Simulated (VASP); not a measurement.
# PbSe (Fmm2) in VASP: notebook

Runs on PbSe. Level: PBEsol. Tasks: equation of state.

Everything below comes from runs of VASP 6.6.1. Logs are shortened: lines on timing, memory, paths and dates and some standing lists are left out, and cuts for length are marked.

### 1 The cell of the first run

It takes space group Fmm2 (No. 42, orthorhombic). Conventional cell: a = 6.236 Å, b = 24.002 Å, c = 6.251 Å, α = 90.00°, β = 90.00°, γ = 90.00°. Within 3.7 Å of Pb (site symmetry m) lie 5 Se at 2.83 to 3.21 Å. Se (site symmetry m) has 5 Pb at 2.83 to 3.21 Å within 3.7 Å.

### 2 Equation of state, PBEsol

File POSCAR.step1:

```
PbSe
1.0
    0.0000000000     11.6718430131      3.0397699662
    3.0326788211      0.0000000000      3.0397699662
    3.0326788211     11.6718430131      0.0000000000
Pb Se
2 2
Direct
    0.8052670000      0.1907300000      0.8092700000
    0.1907300000      0.8052670000      0.1947330000
    0.2955810000      0.6744230000      0.3255770000
    0.6744230000      0.2955810000      0.7044190000
```

File POSCAR.step2:

```
PbSe
1.0
    0.0000000000     11.8386061582      3.0832011192
    3.0760086583      0.0000000000      3.0832011192
    3.0760086583     11.8386061582      0.0000000000
Pb Se
2 2
Direct
    0.8052670000      0.1907300000      0.8092700000
    0.1907300000      0.8052670000      0.1947330000
    0.2955810000      0.6744230000      0.3255770000
    0.6744230000      0.2955810000      0.7044190000
```

File POSCAR.step3:

```
PbSe
1.0
    0.0000000000     12.0007990000      3.1254420000
    3.1181510000      0.0000000000      3.1254420000
    3.1181510000     12.0007990000      0.0000000000
Pb Se
2 2
Direct
    0.8052670000      0.1907300000      0.8092700000
    0.1907300000      0.8052670000      0.1947330000
    0.2955810000      0.6744230000      0.3255770000
    0.6744230000      0.2955810000      0.7044190000
```

File POSCAR.step4:

```
PbSe
1.0
    0.0000000000     12.1587223602      3.1665709534
    3.1591840082      0.0000000000      3.1665709534
    3.1591840082     12.1587223602      0.0000000000
Pb Se
2 2
Direct
    0.8052670000      0.1907300000      0.8092700000
    0.1907300000      0.8052670000      0.1947330000
    0.2955810000      0.6744230000      0.3255770000
    0.6744230000      0.2955810000      0.7044190000
```

File POSCAR.step5:

```
PbSe
1.0
    0.0000000000     12.3126465785      3.2066583856
    3.1991779249      0.0000000000      3.2066583856
    3.1991779249     12.3126465785      0.0000000000
Pb Se
2 2
Direct
    0.8052670000      0.1907300000      0.8092700000
    0.1907300000      0.8052670000      0.1947330000
    0.2955810000      0.6744230000      0.3255770000
    0.6744230000      0.2955810000      0.7044190000
```

File INCAR:

```
ALGO = Normal
EDIFF = 1E-6
EFERMI = MIDGAP
ENCUT = 310
GGA = PS
GGA_COMPAT = F
ISIF = 2
ISMEAR = 0
KPAR = 8
LASPH = T
LCHARG = F
LREAL = F
LWAVE = F
NELM = 120
NSW = 0
PREC = Accurate
SIGMA = 0.03
```

File KPOINTS:

```
Automatic mesh
0
Gamma
  5 5 5
  0 0 0
```

Potentials or basis: VASP PAW PBE potentials, release 64 (Pb_d, Se).

The run is started by

```sh
> cat potpaw_PBE.64/Pb_d/POTCAR potpaw_PBE.64/Se/POTCAR > POTCAR
> cp POSCAR.step1 POSCAR
> mpirun -np 8 vasp_std > vasp.out
> cp POSCAR.step2 POSCAR
> mpirun -np 8 vasp_std > vasp.out
> cp POSCAR.step3 POSCAR
> mpirun -np 8 vasp_std > vasp.out
> cp POSCAR.step4 POSCAR
> mpirun -np 8 vasp_std > vasp.out
> cp POSCAR.step5 POSCAR
> mpirun -np 8 vasp_std > vasp.out
```

OUTCAR:

```text
EDIFF = 1E-6
   EFERMI = MIDGAP
   ENCUT = 310
   GGA = PS
   ISIF = 2
   ISMEAR = 0
   LASPH = T
   LREAL = F
   NELM = 120
   NSW = 0
   PREC = Accurate

 Found     27 irreducible k-points:

 Following reciprocal coordinates:
            Coordinates               Weight
  0.000000  0.000000  0.000000      1.000000
  0.200000  0.000000  0.000000      8.000000
  0.400000  0.000000  0.000000      8.000000
  0.200000  0.200000  0.000000      2.000000
  0.400000  0.200000  0.000000      8.000000
 -0.400000  0.200000 -0.000000      8.000000
   k-points           NKPTS =     27   k-points in BZ     NKDIM =     27   number of bands    NBANDS=     24
   number of dos      NEDOS =    301   number of ions     NIONS =      4
   total plane-waves  NPLWV = 179200
   dimension x,y,z NGX =    80 NGY =   28 NGZ =   80
   dimension x,y,z NGXF=   160 NGYF=   56 NGZF=  160
   ions per type =               2   2
   NGX,Y,Z   is equivalent  to a cutoff of  10.45, 10.28, 10.45 a.u.
   NGXF,Y,Z  is equivalent  to a cutoff of  20.91, 20.55, 20.91 a.u.
 SYSTEM =  unknown system
   PREC   = accura    normal or accurate (medium, high low for compatibility)
   ISTART =      0    job   : 0-new  1-cont  2-samecut
   ICHARG =      2    charge: 1-file 2-atom 10-const
   ISPIN  =      1    spin polarized calculation?
   LNONCOLLINEAR =      F non collinear calculations
   LSORBIT =      F    spin-orbit coupling
   LASPH  =      T    aspherical Exc in radial PAW
   ENCUT  =  310.0 eV  22.78 Ry    4.77 a.u.  18.27  6.50 18.26*2*pi/ulx,y,z
   NELM   =    120;   NELMIN=  2; NELMDL=  0     # of ELM steps
   EDIFF  = 0.1E-05   stopping-criterion for ELM
   LREAL  =      F    real-space projection
   EDIFFG = 0.1E-04   stopping-criterion for IOM
   NSW    =      0    number of steps for IOM
   IBRION =     -1    ionic relax: 0-MD 1-quasi-New 2-CG
   NFREE  =      0    steps in history (QN), initial steepest desc. (CG)
   ISIF   =      2    stress and relaxation
   ISYM   =      2    0-nonsym 1-usesym 2-fastsym
   POTIM  = 0.5000    time-step for ionic-motion
   TEBEG  =    0.0;   TEEND  =   0.0 temperature during run

   SCALEE = 1.0000    scale energy and forces
   PSTRESS=    0.0 pullay stress
   NELECT =      40.0000    total number of electrons
   NUPDOWN=      -1.0000    fix difference up-down
   EMIN   =  10.00;   EMAX   =-10.00  energy-range for DOS
   EFERMI =   0.00;   METHOD = MIDGAP
   ISMEAR =     0;   SIGMA  =   0.03  broadening in eV -4-tet -1-fermi 0-gaus
   EFERMI_NEDOS =   21; number of points for ismear=-14 and -15
   IALGO  =     38    algorithm
   IMIX   =      4    mixing-type and parameters
     AMIX     =   0.40;   BMIX     =  1.00
     AMIX_MAG =   1.60;   BMIX_MAG =  1.00
  volume/ion in A,a.u.               =      63.16       426.20
  Fermi-wavevector in a.u.,A,eV,Ry     =   0.885667  1.673669 10.672502  0.784407
  Thomas-Fermi vector in A             =   2.006731
   LORBIT       =      0    0 simple, 1 ext, 2 COOP (PROOUT), +10 PAW based schemes
   GGA     = PS    functional components
   LHFCALC =     F    Hartree Fock is set to
   AEXX    =    0.0000 exact exchange contribution
   IVDW    =     0    specifies the selected vdW correction
   LEPSILON=     F    determine dielectric tensor
   LRPA    =     F    only Hartree local field effects (RPA)

   CSHIFT  =0.1000    complex shift for real part using Kramers Kronig

   OMEGAMAX=  -1.0    maximum frequency
 non-spin polarized calculation
 Gauss-broadening in eV      SIGMA  =   0.03
  energy-cutoff  :      310.00
  volume of cell :      252.62
 maximum number of plane-waves:      3170
 NGX is ok and might be reduce to    80
   NGX = 37   NGY = 13   NGZ = 37

 number of electron      40.0000000 magnetization

 Free energy of the ion-electron system (eV)
  ---------------------------------------------------
  ext. energy  EPLUGINS =         0.00000000
  ---------------------------------------------------
  free energy    TOTEN  =       -17.11517626 eV

  energy without entropy =      -17.11517626  energy(sigma->0) =      -17.11517626

 E-fermi :   0.0031     XC(G=0):  -5.3857

 val. band max:       -0.6972346169   @ k =  -0.4000   0.0000   0.2000
 cond. band min:       0.7035238017   @ k =  -0.2000   0.0000   0.2000
 fundamental gap:      1.4007584186
 Fermi energy:         0.0031445924

 k-point     1 :       0.0000    0.0000    0.0000
  band No.  band energies     occupation
      1     -17.0513      2.00000
      2     -16.9979      2.00000
      3     -16.9857      2.00000
      4     -16.9839      2.00000
      5     -16.9809      2.00000
      6     -16.9802      2.00000
[... 16 lines left out ...]
     23       3.8226      0.00000
     24       3.8618      0.00000

 k-point     2 :       0.2000    0.0000    0.0000
  band No.  band energies     occupation
      1     -17.0399      2.00000
      2     -16.9919      2.00000
      3     -16.9872      2.00000
      4     -16.9858      2.00000
      5     -16.9834      2.00000
      6     -16.9798      2.00000
[... 16 lines left out ...]
     23       2.8748      0.00000
     24       3.1268      0.00000

 k-point     3 :       0.4000    0.0000    0.0000
  band No.  band energies     occupation
      1     -17.0166      2.00000
      2     -16.9975      2.00000
      3     -16.9927      2.00000
      4     -16.9912      2.00000
      5     -16.9826      2.00000
      6     -16.9765      2.00000
[... 16 lines left out ...]
     23       1.7169      0.00000
     24       2.0703      0.00000

 k-point     4 :       0.2000    0.2000    0.0000
  band No.  band energies     occupation
      1     -17.0342      2.00000
      2     -16.9977      2.00000
      3     -16.9879      2.00000
      4     -16.9827      2.00000
      5     -16.9827      2.00000
      6     -16.9808      2.00000
[... 16 lines left out ...]
     23       2.0149      0.00000
     24       3.2504      0.00000

 k-point     5 :       0.4000    0.2000    0.0000
  band No.  band energies     occupation
      1     -17.0247      2.00000
      2     -17.0139      2.00000
      3     -16.9882      2.00000
      4     -16.9859      2.00000
      5     -16.9822      2.00000
      6     -16.9753      2.00000
[... 16 lines left out ...]
     23       2.2589      0.00000
     24       2.7979      0.00000

 k-point     6 :      -0.4000    0.2000   -0.0000
  band No.  band energies     occupation
      1     -17.0244      2.00000
      2     -17.0138      2.00000
      3     -16.9879      2.00000
      4     -16.9861      2.00000
      5     -16.9821      2.00000
      6     -16.9755      2.00000
[... 16 lines left out ...]
     23       2.2354      0.00000
     24       2.8086      0.00000

 [... further k-points ...]
[... 5 lines left out ...]
  --------------------------------------------------------------------------------------
  -------------------------------------------------------------------------------------
  Total       -4.5630891     -3.3811574     -4.5665615      0.0000000      0.0000000      0.0000000
  in kB      -28.9399006    -21.4438848    -28.9619232      0.0000000      0.0000000      0.0000000
  external PRESSURE =     -26.4485695 kB  Pullay stress =       0.0000000 kB

 VOLUME and BASIS-vectors are now :
 -----------------------------------------------------------------------------
  energy-cutoff  :      310.00
  volume of cell :      252.62
      direct lattice vectors                 reciprocal lattice vectors
     0.000000000 12.312646579  3.206658386    -0.156290151  0.040608654  0.155925559
     3.199177925  0.000000000  3.206658386     0.156290151 -0.040608654  0.155925559
     3.199177925 12.312646579  0.000000000     0.156290151  0.040608654 -0.155925559

 POSITION                                       TOTAL-FORCE (eV/Angst)
 -----------------------------------------------------------------------------------
      3.19918     19.87922      3.19382         0.000000     -0.563597      0.050390
      3.19918      4.74607      3.19382         0.000000      0.563597      0.050390
      3.19918      7.64810      3.11047         0.000000     -0.504451     -0.050390
      3.19918     16.97719      3.11047         0.000000      0.504451     -0.050390
 -----------------------------------------------------------------------------------
    total drift:                                0.000018     -0.000008      0.000053

  FREE ENERGIE OF THE ION-ELECTRON SYSTEM (eV)
  ---------------------------------------------------
  free  energy   TOTEN  =       -17.1151762643 eV

  energy  without entropy=      -17.1151762643  energy(sigma->0) =      -17.11517626
```

Wall time 3.3 min (8 MPI ranks of Intel Xeon Platinum 8488C (Sapphire Rapids), shared host); peak memory 0.45 GiB.

What came out:

- Equilibrium volume: 55.62 Å³/atom
- Bulk modulus at fixed shape and positions: 26 GPa
- Pressure derivative of the bulk modulus: 4.5 (rough: it moves with the points fitted)

Energy against volume, from the lowest point:
| volume (Å³/atom) | energy (meV/atom) |
| --- | --- |
| 53.799 | 4.71 |
| 56.138 | 0.00 |
| 58.477 | 10.35 |
| 60.817 | 32.72 |
| 63.156 | 64.57 |

Caveat: the cell was scaled at fixed shape and fractional positions, which overstates the stiffness of a crystal with free parameters, most of all of layers and chains; the PAW data sets were made with another functional, which shifts forces and pressure a little; spin-orbit coupling is left out, which moves the levels of the heavy elements.

### 3 Equation of state, PBEsol

File POSCAR.step1:

```
PbSe
1.0
    0.0000000000     11.6293995728      3.0287161596
    3.0216508007      0.0000000000      3.0287161596
    3.0216508007     11.6293995728      0.0000000000
Pb Se
2 2
Direct
    0.8052670000      0.1907300000      0.8092700000
    0.1907300000      0.8052670000      0.1947330000
    0.2955810000      0.6744230000      0.3255770000
    0.6744230000      0.2955810000      0.7044190000
```

File POSCAR.step2:

```
PbSe
1.0
    0.0000000000     11.7558159939      3.0616395668
    3.0544974045      0.0000000000      3.0616395668
    3.0544974045     11.7558159939      0.0000000000
Pb Se
2 2
Direct
    0.8052670000      0.1907300000      0.8092700000
    0.1907300000      0.8052670000      0.1947330000
    0.2955810000      0.6744230000      0.3255770000
    0.6744230000      0.2955810000      0.7044190000
```

File POSCAR.step3:

```
PbSe
1.0
    0.0000000000     11.8795705197      3.0938697202
    3.0866523717      0.0000000000      3.0938697202
    3.0866523717     11.8795705197      0.0000000000
Pb Se
2 2
Direct
    0.8052670000      0.1907300000      0.8092700000
    0.1907300000      0.8052670000      0.1947330000
    0.2955810000      0.6744230000      0.3255770000
    0.6744230000      0.2955810000      0.7044190000
```

File POSCAR.step4:

```
PbSe
1.0
    0.0000000000     12.0007990000      3.1254420000
    3.1181510000      0.0000000000      3.1254420000
    3.1181510000     12.0007990000      0.0000000000
Pb Se
2 2
Direct
    0.8052670000      0.1907300000      0.8092700000
    0.1907300000      0.8052670000      0.1947330000
    0.2955810000      0.6744230000      0.3255770000
    0.6744230000      0.2955810000      0.7044190000
```

File POSCAR.step5:

```
PbSe
1.0
    0.0000000000     12.1196265200      3.1563889829
    3.1490257901      0.0000000000      3.1563889829
    3.1490257901     12.1196265200      0.0000000000
Pb Se
2 2
Direct
    0.8052670000      0.1907300000      0.8092700000
    0.1907300000      0.8052670000      0.1947330000
    0.2955810000      0.6744230000      0.3255770000
    0.6744230000      0.2955810000      0.7044190000
```

File POSCAR.step6:

```
PbSe
1.0
    0.0000000000     12.2361685397      3.1867407389
    3.1793067418      0.0000000000      3.1867407389
    3.1793067418     12.2361685397      0.0000000000
Pb Se
2 2
Direct
    0.8052670000      0.1907300000      0.8092700000
    0.1907300000      0.8052670000      0.1947330000
    0.2955810000      0.6744230000      0.3255770000
    0.6744230000      0.2955810000      0.7044190000
```

File POSCAR.step7:

```
PbSe
1.0
    0.0000000000     12.3505318837      3.2165250890
    3.2090216113      0.0000000000      3.2165250890
    3.2090216113     12.3505318837      0.0000000000
Pb Se
2 2
Direct
    0.8052670000      0.1907300000      0.8092700000
    0.1907300000      0.8052670000      0.1947330000
    0.2955810000      0.6744230000      0.3255770000
    0.6744230000      0.2955810000      0.7044190000
```

INCAR, as its differences from that of step 2:

```diff
@@ -1,5 +1,5 @@
 ALGO = Normal
-EDIFF = 1E-6
+EDIFF = 1E-7
 EFERMI = MIDGAP
-ENCUT = 310
+ENCUT = 620
 GGA = PS
```

File KPOINTS:

```
Automatic mesh
0
Gamma
  8 8 8
  0 0 0
```

Potentials or basis: VASP PAW PBE potentials, release 64 (Pb_d, Se).

The run is started by

```sh
> cat potpaw_PBE.64/Pb_d/POTCAR potpaw_PBE.64/Se/POTCAR > POTCAR
> cp POSCAR.step1 POSCAR
> mpirun -np 8 vasp_std > vasp.out
> cp POSCAR.step2 POSCAR
> mpirun -np 8 vasp_std > vasp.out
> cp POSCAR.step3 POSCAR
> mpirun -np 8 vasp_std > vasp.out
> cp POSCAR.step4 POSCAR
> mpirun -np 8 vasp_std > vasp.out
> cp POSCAR.step5 POSCAR
> mpirun -np 8 vasp_std > vasp.out
> cp POSCAR.step6 POSCAR
> mpirun -np 8 vasp_std > vasp.out
> cp POSCAR.step7 POSCAR
> mpirun -np 8 vasp_std > vasp.out
```

OUTCAR:

```text
EDIFF = 1E-7
   EFERMI = MIDGAP
   ENCUT = 620
   GGA = PS
   ISIF = 2
   ISMEAR = 0
   LASPH = T
   LREAL = F
   NELM = 120
   NSW = 0
   PREC = Accurate

 ion  position               nearest neighbor table
   1  0.805  0.191  0.809-   4 2.91   3 3.13   3 3.21   3 3.21   3 3.30
   2  0.191  0.805  0.195-   3 2.91   4 3.13   4 3.21   4 3.21   4 3.30
   3  0.296  0.674  0.326-   2 2.91   1 3.13   1 3.21   1 3.21   1 3.30
   4  0.674  0.296  0.704-   1 2.91   2 3.13   2 3.21   2 3.21   2 3.30

  LATTYP: Found a face centered orthorhombic cell.
 ALAT       =     6.4180432226
 B/A-ratio  =     1.0023382447
 C/A-ratio  =     3.8486907786

  Lattice vectors:

 A1 = (   0.0000000000,  12.3505318837,   3.2165250890)
 A2 = (  -3.2090216113,  12.3505318837,   0.0000000000)
 A3 = (  -3.2090216113,   0.0000000000,   3.2165250890)

Analysis of symmetry for initial positions (statically):
=====================================================================
 Subroutine PRICEL returns:
 Original cell was already a primitive cell.
[... 174 lines left out ...]
  ---------------------------------------------------
  ext. energy  EPLUGINS =         0.00000000
  ---------------------------------------------------
  free energy    TOTEN  =       -17.07789801 eV

  energy without entropy =      -17.07789801  energy(sigma->0) =      -17.07789801

 E-fermi :  -0.0535     XC(G=0):  -5.3583

 val. band max:       -0.8041175930   @ k =  -0.3750   0.0000   0.2500
 cond. band min:       0.6971305484   @ k =  -0.2500   0.0000   0.2500
 fundamental gap:      1.5012481414
 Fermi energy:        -0.0534935223

 k-point     1 :       0.0000    0.0000    0.0000
  band No.  band energies     occupation
      1     -17.1107      2.00000
      2     -17.0613      2.00000
      3     -17.0499      2.00000
      4     -17.0468      2.00000
      5     -17.0450      2.00000
      6     -17.0447      2.00000
[... 637 lines left out ...]
     23       2.4488      0.00000
     24       2.6940      0.00000

 [... further k-points ...]
[... 5 lines left out ...]
  --------------------------------------------------------------------------------------
  -------------------------------------------------------------------------------------
  Total       -4.4974832     -3.3728539     -4.5062628      0.0000000      0.0000000      0.0000000
  in kB      -28.2621303    -21.1949732    -28.3173008      0.0000000      0.0000000      0.0000000
  external PRESSURE =     -25.9248014 kB  Pullay stress =       0.0000000 kB

 VOLUME and BASIS-vectors are now :
 -----------------------------------------------------------------------------
  energy-cutoff  :      620.00
  volume of cell :      254.96
      direct lattice vectors                 reciprocal lattice vectors
     0.000000000 12.350531884  3.216525089    -0.155810730  0.040484086  0.155447256
     3.209021611  0.000000000  3.216525089     0.155810730 -0.040484086  0.155447256
     3.209021611 12.350531884  0.000000000     0.155810730  0.040484086 -0.155447256

 POSITION                                       TOTAL-FORCE (eV/Angst)
 -----------------------------------------------------------------------------------
      3.20902     19.94039      3.20365         0.000000     -0.609755      0.050121
      3.20902      4.76067      3.20365         0.000000      0.609755      0.050121
      3.20902      7.67163      3.12004         0.000000     -0.549561     -0.050121
      3.20902     17.02943      3.12004         0.000000      0.549561     -0.050121
 -----------------------------------------------------------------------------------
    total drift:                               -0.000017     -0.000004      0.000145

  FREE ENERGIE OF THE ION-ELECTRON SYSTEM (eV)
  ---------------------------------------------------
  free  energy   TOTEN  =       -17.0778980149 eV

  energy  without entropy=      -17.0778980149  energy(sigma->0) =      -17.07789801
```

OUTCAR.step2:

```text
EDIFF = 1E-7
   EFERMI = MIDGAP
   ENCUT = 620
   GGA = PS
   ISIF = 2
[... 888 lines left out ...]
      3.05450     18.98020      3.04938         0.000000      0.144082     -0.050630
      3.05450      4.53143      3.04938         0.000000     -0.144082     -0.050630
      3.05450      7.30222      2.96980         0.000000      0.094644      0.050630
      3.05450     16.20941      2.96980         0.000000     -0.094644      0.050630
 -----------------------------------------------------------------------------------
    total drift:                                0.000015     -0.000004      0.000055

  FREE ENERGIE OF THE ION-ELECTRON SYSTEM (eV)
  ---------------------------------------------------
  free  energy   TOTEN  =       -17.3743919911 eV

  energy  without entropy=      -17.3743919911  energy(sigma->0) =      -17.37439199
```

It took 30 min on 8 MPI ranks of Intel Xeon Platinum 8488C (Sapphire Rapids), shared host; peak memory 1.3 GiB.

Results:

| Item | Value |
| --- | --- |
| Equilibrium volume | 55.57 Å³/atom |
| Bulk modulus at fixed shape and positions | 26 GPa |
| Pressure derivative of the bulk modulus | 4.4 |

Energy against volume, from the lowest point:
```tsv
volume (Å³/atom)	energy (meV/atom)
53.215	8.11
54.969	0.00
56.723	1.28
58.477	10.49
60.232	26.37
61.986	47.88
63.740	74.12
```

Caveat: the cell was scaled at fixed shape and fractional positions, which overstates the stiffness of a crystal with free parameters, most of all of layers and chains; the PAW data sets were made with another functional, which shifts forces and pressure a little; spin-orbit coupling is left out, which moves the levels of the heavy elements.
